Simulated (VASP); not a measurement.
Input of a VASP 6.6.1 run:

Contents of INCAR:

```
SYSTEM = TiO2
ALGO = Normal ; EDIFF = 1E-6
ENCUT = 520 ; GGA = CA
ISIF = 2 ; ISMEAR = -1
LASPH = .True. ; LCHARG = .False.
LREAL = .False. ; LWAVE = .False.
NBANDS = 33 ; NELM = 60
PREC = Accurate ; SIGMA = 0.02
```

File KPOINTS:

```
k-points
0
Gamma
  8 8 8
  0 0 0
```

Contents of POSCAR:

```
TiO2
1.0
   -1.8695690952      1.8695690952      4.7286138369
    1.8695690952     -1.8695690952      4.7286138369
    1.8695690952      1.8695690952     -4.7286138369
Ti O
2 4
Direct
    0.0000000000      0.0000000000      0.0000000000
    0.7500000000      0.2500000000      0.5000000000
    0.2079544949      0.2079544949      0.0000000000
    0.9579544949      0.4579544949      0.5000000000
    0.5420455051      0.0420455051      0.5000000000
    0.7920455051      0.7920455051      0.0000000000
```

Potentials or basis: VASP PAW LDA potentials, release 64 (Ti_sv, O).

Launch:

```sh
$ cat potpaw_LDA.64/Ti_sv/POTCAR potpaw_LDA.64/O/POTCAR > POTCAR
$ mpirun -np 1 vasp_std > vasp.out
```

Problem. Estimate the pressure.

Solution. 1.3 GPa.

Problem. What does it give for the band gap on the k mesh?

Solution. 2.11 eV (least direct gap 2.42 eV).

Problem. Estimate the largest force.

Solution. 0.034 eV/Å.

Forces in eV/Å, atoms in the order of the input:
```
Ti   0.000  0.000  0.000
Ti   0.000  0.000  0.000
O    0.000  0.000  0.034
O    0.000  0.000  0.034
O    0.000  0.000 -0.034
O    0.000  0.000 -0.034
```

A k mesh can miss the band edges.
